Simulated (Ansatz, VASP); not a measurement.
C in VASP and in Ansatz

The input INCAR:

```
PREC     = Accurate       # precision mode
ENCUT    = 600            # plane-wave cutoff, eV
EDIFF    = 1E-6           # SCF threshold, eV
ISMEAR   = -1             # smearing method
SIGMA    = 0.05           # smearing width, eV
LREAL    = F              # projectors in reciprocal space
LASPH    = T              # aspherical terms in the spheres
NELM     = 100            # most SCF steps
ALGO     = Normal         # electronic algorithm
ISIF     = 3              # what is computed and relaxed
LWAVE    = F              # write WAVECAR
LCHARG   = F              # write CHGCAR
GGA      = CA             # functional
IBRION   = 2              # ionic algorithm
NSW      = 100            # ionic steps
EDIFFG   = -0.002         # ionic threshold
```

Contents of KPOINTS:

```
regular mesh
0
Gamma
  16 16 16
```

The input POSCAR:

```
C
1.0
    1.2280287114      0.7090027071      3.3470114498
   -1.2280287114      0.7090027071      3.3470114498
    0.0000000000     -1.4180054142      3.3470114498
C
2
Direct
    0.8360000000      0.8360000000      0.8360000000
    0.1640000000      0.1640000000      0.1640000000
```

Input for Ansatz:

```yaml
crystal:
  lattice:
    - [1.2280287114, 0.7090027071, 3.3470114498]
    - [-1.2280287114, 0.7090027071, 3.3470114498]
    - [0.0, -1.4180054142, 3.3470114498]
  atoms:
    - { symbol: C, position: [0.836, 0.836, 0.836] }
    - { symbol: C, position: [0.164, 0.164, 0.164] }
kpoints:
  mp_grid: { grid: [16, 16, 16] }
scf:
  occupations: { method: fermi_dirac, width: 0.05 }
hamiltonian:
  xc: lda
  pseudopotentials: { kind: paw }
relax:
  f_tol: 0.002
  max_steps: 80
  cell: {}
output:
  forces: true
  stress: true
```

Alike in both runs: task relaxation of cell and atoms; functional LDA; k mesh 16 × 16 × 16; occupations fermi-dirac, width 0.05 eV; no spin polarisation.

|  | VASP | Ansatz |
| --- | --- | --- |
| version | VASP 6.6.1 | Ansatz 0.2.0 |
| potentials or method | VASP PAW LDA potentials, release 64 (C) | PAW with Ansatz's default frozen-core files, scalar-relativistic |
| plane-wave cutoff (eV) | 600 | 420 |
| valence electrons in the cell | 8 | 8 |

VASP gave:

- relaxed volume (Å³/atom): 8.53
- relaxed length of the cell vector where the two differ most in proportion (Å): 3.582

Task: Estimate Ansatz's values.

Result: Relaxed volume (Å³/atom): 8.64; relaxed length of the cell vector where the two differ most in proportion (Å): 3.623.

LDA's correlation is that of Perdew and Zunger in VASP and of Perdew and Wang (1992) in Ansatz.
